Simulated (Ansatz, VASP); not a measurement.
# Two plane-wave programs on MoH3

```
H Mo
1.0
    -1.66311    1.66311    2.19774
     1.66311   -1.66311    2.19774
     1.66311    1.66311   -2.19774
H Mo
3 1
Direct
  0.09052 0.09052 0.00000
  0.39015 0.89015 0.50000
  0.89015 0.39015 0.50000
  0.70392 0.70392 0.00000
```

Alike in both runs: functional PBE; k mesh 5 × 5 × 5; occupations gaussian, width 0.15 eV; no spin polarisation.

Ansatz relaxed the structure, and its values are those at the end. VASP's run is a single point on that final structure, the one shown.

|  | VASP | Ansatz |
| --- | --- | --- |
| version | VASP 6.6.1 | Ansatz 0.2.0 |
| potentials or method | VASP PAW PBE potentials, release 64 (H, Mo_sv), cutoff 500 eV | scalar-relativistic, plane waves, PAW |
| valence electrons in the cell | 17 | 17 |

|  | VASP | Ansatz | Ansatz less VASP |
| --- | --- | --- | --- |
| gap on the k mesh at the Fermi level (eV) | none | none | - |
| pressure (GPa) | 0.6 | 0.5 | -0.04 |
| rms of the force components (eV/Å) | 0.016 | 0.014 | -0.0021 |

A gap of «none» marks a metal or a gap that the smearing closes. The functional is the same, so the differences come from potentials, cutoffs and numerics.

The k mesh is coarse, so the values compare programs but aren't converged.
